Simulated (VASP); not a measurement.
Crystal: Bi2S.

```
Bi S
1.0
     6.68352    0.00000    0.00000
    -3.34176    5.78810    0.00000
     0.00000    0.00000    5.45025
Bi S
4 2
Direct
  0.50000 0.00000 0.00000
  0.00000 0.50000 0.00000
  0.50000 0.50000 0.00000
  0.00000 0.00000 0.00000
  0.33333 0.66667 0.56441
  0.66667 0.33333 0.43559
```

The cell was built from a structure type or drawn by symmetry, and may not be a known phase.

| Quantity | Value |
| --- | --- |
| Program | VASP 6.6.1 |
| Task | relaxation of cell and atoms |
| Functional | PBE |
| Potentials or basis | VASP PAW PBE potentials, release 64 (Bi_d, S) |
| Cutoff | 600 eV |
| k mesh | 3 × 3 × 4 |
| Occupations | gaussian, width 0.1 eV |
| Spin | no spin polarisation |

At the start: pressure -2.2 GPa; volume 35.14 Å³/atom.

Task: How do energy, volume and symmetry change on relaxing?

Result: Over 15 steps the energy falls by 245.4 meV/atom and the volume is 30.53 Å³/atom (-13.1 %); space group P-3m1 (No. 164, to 0.1 Å) before, P6/mmm (No. 191, to 0.1 Å).

The path:
| step | energy change (eV) | largest force (eV/Å) | pressure (GPa) | volume (Å³) |
| --- | --- | --- | --- | --- |
| 1 | 0.0000 | 1.0445 | -2.15 | 210.84 |
| 2 | -0.8856 | 0.1672 | -0.34 | 196.03 |
| 3 | -1.0123 | 0.7362 | 1.06 | 190.05 |
| 4 | -1.0189 | 0.8940 | 1.50 | 188.40 |
| 5 | -1.1442 | 0.6623 | -0.83 | 194.69 |
| 6 | -1.1492 | 0.6096 | -1.31 | 196.26 |
| 7 | -1.2497 | 0.7110 | -0.80 | 191.29 |
| 8 | -1.3111 | 0.5824 | 1.27 | 181.21 |
| 9 | -1.3212 | 0.6810 | 0.52 | 184.05 |
| 10 | -1.4091 | 0.3243 | 0.25 | 183.42 |
| 11 | -1.4389 | 0.0037 | 0.28 | 182.80 |
| 12 | -1.4675 | 0.0152 | -0.42 | 184.80 |
| 13 | -1.4683 | 0.0181 | -0.52 | 185.19 |
| 14 | -1.4703 | 0.0209 | 0.44 | 181.75 |
| 15 | -1.4727 | 0.0197 | 0.01 | 183.17 |

Final structure:
```
Bi S
1.0
     6.92700    0.00000    0.00000
    -3.46350    5.99896    0.00000
     0.00000    0.00000    4.40792
Bi S
4 2
Cartesian
  3.4635 0.0000 0.0000
  -1.7317 2.9995 0.0000
  1.7317 2.9995 0.0000
  0.0000 0.0000 0.0000
  0.0000 3.9993 2.2099
  3.4635 1.9997 2.1980
```

Caveat: the k points lie up to 0.36 Å⁻¹ apart in the final cell, too coarse for converged energies and pressures of a metal; a cell axis changed by over 15 % at a fixed basis, so the end point is rough.
